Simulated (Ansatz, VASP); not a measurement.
**In3GaP4: VASP beside Ansatz**

```xyz
8
Lattice="5.4614 0.0000 0.0000 0.0000 5.4614 0.0000 0.0000 0.0000 5.4614" Properties=species:S:1:pos:R:3 pbc="T T T"
In    2.7307    0.0000    2.7307
In    2.7307    2.7307    0.0000
In    0.0000    2.7307    2.7307
Ga    0.0000    0.0000    0.0000
P     0.0000    2.7307    0.0000
P     2.7307    2.7307    2.7307
P     0.0000    0.0000    2.7307
P     2.7307    0.0000    0.0000
```

Alike in both runs: functional PBE; k mesh 8 × 8 × 8; occupations gaussian, width 0.1 eV; no spin polarisation.

Ansatz relaxed the structure, and its values are those at the end. VASP's run is a single point on that final structure, the one shown.

```csv
,VASP,Ansatz
version,VASP 6.6.1,Ansatz 0.2.0
potentials or method,"VASP PAW PBE potentials, release 64 (In_d, Ga_d, P), cutoff 520 eV","scalar-relativistic, plane waves, PAW"
valence electrons in the cell,72,72
```

```tsv
	VASP	Ansatz	Ansatz less VASP
gap on the k mesh at the Fermi level (eV)	none	none	-
pressure (GPa)	0.0	0.0	+0.01
```

A gap of «none» marks a metal or a gap that the smearing closes.
